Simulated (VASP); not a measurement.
Input of a VASP 6.6.1 run:

File INCAR:

```
SYSTEM = InSb3
ALGO     = Normal         ! electronic algorithm
EDIFF    = 1E-7           ! SCF threshold, eV
ENCUT    = 520            ! plane-wave cutoff, eV
GGA      = PS             ! functional
ISIF     = 2              ! what is computed and relaxed
ISMEAR   = -1             ! smearing method
IVDW     = 13             ! dispersion correction
LASPH    = .TRUE.         ! aspherical terms in the spheres
LCHARG   = .FALSE.        ! write CHGCAR
LREAL    = .FALSE.        ! projectors in reciprocal space
LWAVE    = .FALSE.        ! write WAVECAR
NBANDS   = 22             ! bands
NELM     = 80             ! most SCF steps
PREC     = Accurate       ! precision mode
SIGMA    = 0.05           ! smearing width, eV
```

KPOINTS

```
k-points
0
G
  4 4 4
  0 0 0
```

POSCAR

```
InSb3
1.0
    0.0000000000      3.8279889254      3.8279889254
    3.8279889254      0.0000000000      3.8279889254
    3.8279889254      3.8279889254      0.0000000000
In Sb
1 3
Direct
    0.0000000000      0.0000000000      0.0000000000
    0.2500000000      0.2500000000      0.2500000000
    0.7500000000      0.7500000000      0.7500000000
    0.5000000000      0.5000000000      0.5000000000
```

Potentials or basis: VASP PAW PBE potentials, release 64 (In_d, Sb).

Run with:

```bash
$ cat potpaw_PBE.64/In_d/POTCAR potpaw_PBE.64/Sb/POTCAR > POTCAR
$ mpirun -np 1 vasp_std > vasp.out
```

Question: What does it give for the dispersion energy per atom?

Answer: -0.282 eV.

Question: What does it give for the band gap on the k mesh?

Answer: Zero (band 14 reaches 8.63 eV, above the bottom of band 15 at 5.18 eV).

Question: What does it give for the pressure?

Answer: -6.9 GPa.

Caveat: the PAW data sets were made with another functional, which shifts forces and pressure a little; spin-orbit coupling is left out, which moves the levels of the heavy elements; pairwise dispersion overbinds metals, which lowers pressure and volume.
